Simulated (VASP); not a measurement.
# C (Fd-3m) in VASP: notebook

C is run at these levels: LDA; tasks: single point.

Everything below comes from runs of VASP 6.6.1. Logs are shortened: lines on timing, memory, paths and dates and some standing lists are left out, and cuts for length are marked.

### 1 The cell of the first run

Symmetry: Fd-3m, No. 227, cubic system. The conventional cell has a = 3.567 Å, b = 3.567 Å, c = 3.567 Å, α = 90.00°, β = 90.00°, γ = 90.00°. Within 2.1 Å of C (site symmetry -43m) lie 4 C at 1.54 Å.

### 2 Single point, LDA

Input file INCAR:

```
SYSTEM = C
PREC = Accurate ; ENCUT = 910
EDIFF = 1E-6 ; ISMEAR = 0
SIGMA = 0.01 ; LREAL = .False.
LASPH = .True. ; NELM = 120
ALGO = Normal ; ISIF = 2
LWAVE = .False. ; LCHARG = .True.
LELF = .True. ; LVHAR = .True.
NBANDS = 11 ; GGA_COMPAT = .False.
```

Input file KPOINTS:

```
regular mesh
0
Gamma
  4 4 4
  0 0 0
```

Input file POSCAR:

```
C
1.0
    0.0000000000      1.7833700000      1.7833700000
    1.7833700000      0.0000000000      1.7833700000
    1.7833700000      1.7833700000      0.0000000000
C
2
Direct
    0.0000000000      0.0000000000      0.0000000000
    0.2500000000      0.2500000000      0.2500000000
```

Potentials or basis: VASP PAW LDA potentials, release 64 (C_h).

Started as:

```sh
$ cat potpaw_LDA.64/C_h/POTCAR > POTCAR
$ mpirun -np 1 vasp_std > vasp.out
```

OUTCAR:

```text
SYSTEM = C
   PREC = Accurate
   ENCUT = 910
   EDIFF = 1E-6
   ISMEAR = 0
   LREAL = .False.
   LASPH = .True.
   NELM = 120
   ISIF = 2

 ion  position               nearest neighbor table
   1  0.000  0.000  0.000-
   2  0.250  0.250  0.250-

  LATTYP: Found a face centered cubic cell.
 ALAT       =     3.5667400000

  Lattice vectors:

 A1 = (   0.0000000000,   1.7833700000,   1.7833700000)
 A2 = (   1.7833700000,   0.0000000000,   1.7833700000)
 A3 = (   1.7833700000,   1.7833700000,   0.0000000000)

Analysis of symmetry for initial positions (statically):
=====================================================================
 Subroutine PRICEL returns:
 Original cell was already a primitive cell.

 Routine SETGRP: Setting up the symmetry group for a
 face centered cubic supercell.

 Subroutine GETGRP returns: Found 48 space group operations
 (whereof 24 operations were pure point group operations)
 out of a pool of 48 trial point group operations.

The static configuration has the point symmetry T_d .
 The point group associated with its full space group is O_h .

Analysis of symmetry for dynamics (positions and initial velocities):
=====================================================================
 Subroutine PRICEL returns:
 Original cell was already a primitive cell.

 Routine SETGRP: Setting up the symmetry group for a
 face centered cubic supercell.

 Subroutine GETGRP returns: Found 48 space group operations
 (whereof 24 operations were pure point group operations)
 out of a pool of 48 trial point group operations.

The dynamic configuration has the point symmetry T_d .
 The point group associated with its full space group is O_h .

 Subroutine INISYM returns: Found 48 space group operations
 (whereof 24 operations are pure point group operations),
 and found     1 'primitive' translations

----------------------------------------------------------------------------------------

                                     Primitive cell

  volume of cell :      11.3437

  direct lattice vectors                    reciprocal lattice vectors
     0.000000000  1.783370000  1.783370000    -0.280368067  0.280368067  0.280368067
     1.783370000  0.000000000  1.783370000     0.280368067 -0.280368067  0.280368067
     1.783370000  1.783370000  0.000000000     0.280368067  0.280368067 -0.280368067

  length of vectors
     2.522066041  2.522066041  2.522066041     0.485611737  0.485611737  0.485611737

  position of ions in fractional coordinates (direct lattice)
     0.000000000  0.000000000  0.000000000
     0.250000000  0.250000000  0.250000000

  ion indices of the primitive-cell ions
   primitive index   ion index
                 1           1
                 2           2

----------------------------------------------------------------------------------------

 KPOINTS: regular mesh

Automatic generation of k-mesh.
 Grid dimensions read from file:
 generate k-points for:    4    4    4

 Generating k-lattice:

  Cartesian coordinates                     Fractional coordinates (reciprocal lattice)
    -0.070092017  0.070092017  0.070092017     0.250000000  0.000000000  0.000000000
     0.070092017 -0.070092017  0.070092017     0.000000000  0.250000000  0.000000000
     0.070092017  0.070092017 -0.070092017     0.000000000  0.000000000  0.250000000

  Length of vectors
     0.121402934  0.121402934  0.121402934

  Shift w.r.t. Gamma in fractional coordinates (k-lattice)
     0.000000000  0.000000000  0.000000000

 Subroutine IBZKPT returns following result:
 ===========================================

 Found      8 irreducible k-points:

 Following reciprocal coordinates:
            Coordinates               Weight
  0.000000  0.000000  0.000000      1.000000
  0.250000  0.000000  0.000000      8.000000
  0.500000  0.000000  0.000000      4.000000
  0.250000  0.250000  0.000000      6.000000
  0.500000  0.250000  0.000000     24.000000
 -0.250000  0.250000  0.000000     12.000000
  0.500000  0.500000  0.000000      3.000000
 -0.250000  0.500000  0.250000      6.000000
   k-points           NKPTS =      8   k-points in BZ     NKDIM =      8   number of bands    NBANDS=     11
   number of dos      NEDOS =    301   number of ions     NIONS =      2
   total plane-waves  NPLWV =  21952
   dimension x,y,z NGX =    28 NGY =   28 NGZ =   28
   dimension x,y,z NGXF=    56 NGYF=   56 NGZF=   56
   ions per type =               2
   NGX,Y,Z   is equivalent  to a cutoff of  18.46, 18.46, 18.46 a.u.
   NGXF,Y,Z  is equivalent  to a cutoff of  36.91, 36.91, 36.91 a.u.
 SYSTEM =  C
   PREC   = accura    normal or accurate (medium, high low for compatibility)
   ISTART =      0    job   : 0-new  1-cont  2-samecut
   ICHARG =      2    charge: 1-file 2-atom 10-const
   ISPIN  =      1    spin polarized calculation?
   LNONCOLLINEAR =      F non collinear calculations
   LSORBIT =      F    spin-orbit coupling
   LASPH  =      T    aspherical Exc in radial PAW
   ENCUT  =  910.0 eV  66.88 Ry    8.18 a.u.   6.20  6.20  6.20*2*pi/ulx,y,z
   NELM   =    120;   NELMIN=  2; NELMDL= -5     # of ELM steps
   EDIFF  = 0.1E-05   stopping-criterion for ELM
   LREAL  =      F    real-space projection
   EDIFFG = 0.1E-04   stopping-criterion for IOM
   NSW    =      0    number of steps for IOM
   IBRION =     -1    ionic relax: 0-MD 1-quasi-New 2-CG
   NFREE  =      0    steps in history (QN), initial steepest desc. (CG)
   ISIF   =      2    stress and relaxation
   ISYM   =      2    0-nonsym 1-usesym 2-fastsym
   POTIM  = 0.5000    time-step for ionic-motion
   TEBEG  =    0.0;   TEEND  =   0.0 temperature during run
   PSTRESS=    0.0 pullay stress
   NELECT =       8.0000    total number of electrons
   NUPDOWN=      -1.0000    fix difference up-down
   EMIN   =  10.00;   EMAX   =-10.00  energy-range for DOS
   EFERMI =   0.00;   METHOD = LEGACY
   ISMEAR =     0;   SIGMA  =   0.01  broadening in eV -4-tet -1-fermi 0-gaus
   EFERMI_NEDOS =   21; number of points for ismear=-14 and -15
   IALGO  =     38    algorithm
   IMIX   =      4    mixing-type and parameters
     AMIX     =   0.40;   BMIX     =  1.00
     AMIX_MAG =   1.60;   BMIX_MAG =  1.00
  volume/ion in A,a.u.               =       5.67        38.28
  Fermi-wavevector in a.u.,A,eV,Ry     =   1.457203  2.753714 28.891161  2.123440
  Thomas-Fermi vector in A             =   2.574032
   LORBIT       =      0    0 simple, 1 ext, 2 COOP (PROOUT), +10 PAW based schemes
   GGA     = CA    functional components
   LHFCALC =     F    Hartree Fock is set to
   AEXX    =    0.0000 exact exchange contribution
   IVDW    =     0    specifies the selected vdW correction
   LEPSILON=     F    determine dielectric tensor
   LRPA    =     F    only Hartree local field effects (RPA)
 non-spin polarized calculation
 Gauss-broadening in eV      SIGMA  =   0.01
  energy-cutoff  :      910.00
  volume of cell :       11.34
 maximum number of plane-waves:       725
 NGX is ok and might be reduce to    28
   NGX = 13   NGY = 13   NGZ = 13

 number of electron       8.0000000 magnetization

 Free energy of the ion-electron system (eV)
  ---------------------------------------------------
  ext. energy  EPLUGINS =         0.00000000
  ---------------------------------------------------
  free energy    TOTEN  =       -20.12443890 eV

  energy without entropy =      -20.12443890  energy(sigma->0) =      -20.12443890

 E-fermi :  11.0466     XC(G=0): -13.6419

 val. band max:       10.8984540197   @ k =   0.0000   0.0000   0.0000
 cond. band min:      15.2983026240   @ k =   0.2500   0.2500   0.0000
 fundamental gap:      4.3998486044
 Fermi energy:        11.0466328784

 k-point     1 :       0.0000    0.0000    0.0000
  band No.  band energies     occupation
      1     -10.4365      2.00000
      2      10.8985      2.00000
      3      10.8985      2.00000
      4      10.8985      2.00000
      5      16.4327      0.00000
      6      16.4327      0.00000
      7      16.4327      0.00000
      8      24.4459      0.00000
      9      29.8779      0.00000
     10      37.4943      0.00000
     11      37.4943      0.00000

 k-point     2 :       0.2500    0.0000    0.0000
  band No.  band energies     occupation
      1      -8.7216      2.00000
      2       4.3547      2.00000
      3       9.1560      2.00000
      4       9.1560      2.00000
      5      18.6160      0.00000
      6      18.6160      0.00000
      7      19.0841      0.00000
      8      25.4771      0.00000
      9      31.2703      0.00000
     10      33.1847      0.00000
     11      33.1847      0.00000

 k-point     3 :       0.5000    0.0000    0.0000
  band No.  band energies     occupation
      1      -4.5906      2.00000
      2      -2.4790      2.00000
      3       8.1058      2.00000
      4       8.1058      2.00000
      5      19.2703      0.00000
      6      19.2703      0.00000
      7      19.9010      0.00000
      8      26.2866      0.00000
      9      32.3971      0.00000
     10      34.7946      0.00000
     11      36.6262      0.00000

 k-point     4 :       0.2500    0.2500    0.0000
  band No.  band energies     occupation
      1      -8.1532      2.00000
      2       6.4942      2.00000
      3       6.7745      2.00000
      4       6.7745      2.00000
      5      15.2983      0.00000
      6      21.0611      0.00000
      7      22.3811      0.00000
      8      22.3811      0.00000
      9      30.9815      0.00000
     10      32.6849      0.00000
     11      40.4177      0.00000

 k-point     5 :       0.5000    0.2500    0.0000
  band No.  band energies     occupation
      1      -4.3986      2.00000
      2       0.1908      2.00000
      3       4.1900      2.00000
      4       6.0223      2.00000
      5      16.9029      0.00000
      6      22.2097      0.00000
      7      23.5891      0.00000
      8      24.1830      0.00000
      9      30.8953      0.00000
     10      34.1891      0.00000
     11      38.2503      0.00000

 k-point     6 :      -0.2500    0.2500    0.0000
  band No.  band energies     occupation
      1      -5.9630      2.00000
      2       2.3022      2.00000
      3       3.2862      2.00000
      4       7.8911      2.00000
      5      18.7618      0.00000
      6      20.8198      0.00000
      7      23.1651      0.00000
      8      24.7730      0.00000
      9      30.1988      0.00000
     10      31.5304      0.00000
     11      35.3117      0.00000

 k-point     7 :       0.5000    0.5000    0.0000
  band No.  band energies     occupation
      1      -1.7220      2.00000
      2      -1.7220      2.00000
      3       4.5982      2.00000
      4       4.5982      2.00000
      5      15.5848      0.00000
      6      15.5848      0.00000
      7      27.5222      0.00000
      8      27.5222      0.00000
      9      33.8071      0.00000
     10      33.8071      0.00000
     11      43.0153      0.00000

 k-point     8 :      -0.2500    0.5000    0.2500
  band No.  band energies     occupation
      1      -0.8860      2.00000
      2      -0.8860      2.00000
      3       2.5243      2.00000
      4       2.5243      2.00000
      5      21.3265      0.00000
      6      21.3265      0.00000
      7      23.2249      0.00000
      8      23.2249      0.00000
      9      31.9287      0.00000
     10      31.9287      0.00000
     11      41.0733      0.00000

------------------------ aborting loop because EDIFF is reached ----------------------------------------

  FORCE on cell =-STRESS in cart. coord.  units (eV):
  Direction    XX          YY          ZZ          XY          YZ          ZX
  --------------------------------------------------------------------------------------
  -------------------------------------------------------------------------------------
  Total       -0.8110696     -0.8110696     -0.8110696      0.0000000      0.0000000      0.0000000
  in kB     -114.5550784   -114.5550784   -114.5550784      0.0000000      0.0000000      0.0000000
  external PRESSURE =    -114.5550784 kB  Pullay stress =       0.0000000 kB

 VOLUME and BASIS-vectors are now :
 -----------------------------------------------------------------------------
  energy-cutoff  :      910.00
  volume of cell :       11.34
      direct lattice vectors                 reciprocal lattice vectors
     0.000000000  1.783370000  1.783370000    -0.280368067  0.280368067  0.280368067
     1.783370000  0.000000000  1.783370000     0.280368067 -0.280368067  0.280368067
     1.783370000  1.783370000  0.000000000     0.280368067  0.280368067 -0.280368067

 POSITION                                       TOTAL-FORCE (eV/Angst)
 -----------------------------------------------------------------------------------
      0.00000      0.00000      0.00000        -0.000000     -0.000000     -0.000000
      0.89168      0.89168      0.89168         0.000000      0.000000      0.000000
 -----------------------------------------------------------------------------------
    total drift:                                0.000000      0.000000      0.000000

  FREE ENERGIE OF THE ION-ELECTRON SYSTEM (eV)
  ---------------------------------------------------
  free  energy   TOTEN  =       -20.1244389004 eV

  energy  without entropy=      -20.1244389004  energy(sigma->0) =      -20.12443890
```

Run time: 2 s. Hardware: 1 thread of AMD EPYC 9R45 (Zen 5), shared host; peak memory 0.09 GiB.

Results:

* Free energy: -20.1244 eV
* Pressure: -11.5 GPa
* Band gap on the k mesh: 4.40 eV, indirect (least direct gap 5.53 eV)

Caveat: the k points lie up to 0.76 Å⁻¹ apart; the cutoff is under 1.25 times the usual one of these potentials, so pressure, stress and relaxed cells hold a basis-set (Pulay) error. A k mesh can miss the band edges.

### 3 Single point, LDA

Input file INCAR:

```
PREC     = Accurate       # precision mode
ENCUT    = 910            # plane-wave cutoff, eV
EDIFF    = 1E-6           # SCF threshold, eV
ISMEAR   = 0              # smearing method
SIGMA    = 0.01           # smearing width, eV
LREAL    = F              # projectors in reciprocal space
LASPH    = T              # aspherical terms in the spheres
NELM     = 120            # most SCF steps
ALGO     = Normal         # electronic algorithm
ISIF     = 2              # what is computed and relaxed
LWAVE    = F              # write WAVECAR
LCHARG   = F              # write CHGCAR
NBANDS   = 11             # bands
GGA_COMPAT= F
```

Input file KPOINTS:

```
Automatic mesh
0
Gamma
  8 8 8
```

POSCAR is that of step 2.

Potentials or basis: VASP PAW LDA potentials, release 64 (C_h).

Started as:

```sh
$ cat potpaw_LDA.64/C_h/POTCAR > POTCAR
$ mpirun -np 1 vasp_std > vasp.out
```

Run time: 4.2 s. Hardware: 1 thread of Intel Xeon 6975P-C (Granite Rapids), shared host; peak memory 0.13 GiB.

It converged, with:

```yaml
Free_energy: -20.2546 eV
Pressure: -12.5 GPa
Band_gap_on_the_k_mesh: 4.10 eV, indirect (least direct gap 5.54 eV)
```

Levels at points of the mesh, in eV from the valence-band top:
| k point | band 1 | band 2 | band 3 | band 4 | band 5 | band 6 | band 7 | band 8 | band 9 |
| --- | --- | --- | --- | --- | --- | --- | --- | --- | --- |
| (0.00, 0.00, 0.00) | -21.32 | 0.00 | 0.00 | 0.00 | 5.54 | 5.54 | 5.54 | 13.55 | 19.01 |
| (0.50, 0.00, 0.00) | -15.48 | -13.36 | -2.79 | -2.79 | 8.38 | 8.38 | 9.01 | 15.40 | 21.51 |
| (0.50, 0.50, 0.00) | -12.61 | -12.61 | -6.29 | -6.29 | 4.71 | 4.71 | 16.62 | 16.62 | 22.91 |

Caveat: the cutoff is under 1.25 times the usual one of these potentials, so pressure, stress and relaxed cells hold a basis-set (Pulay) error. A k mesh can miss the band edges.
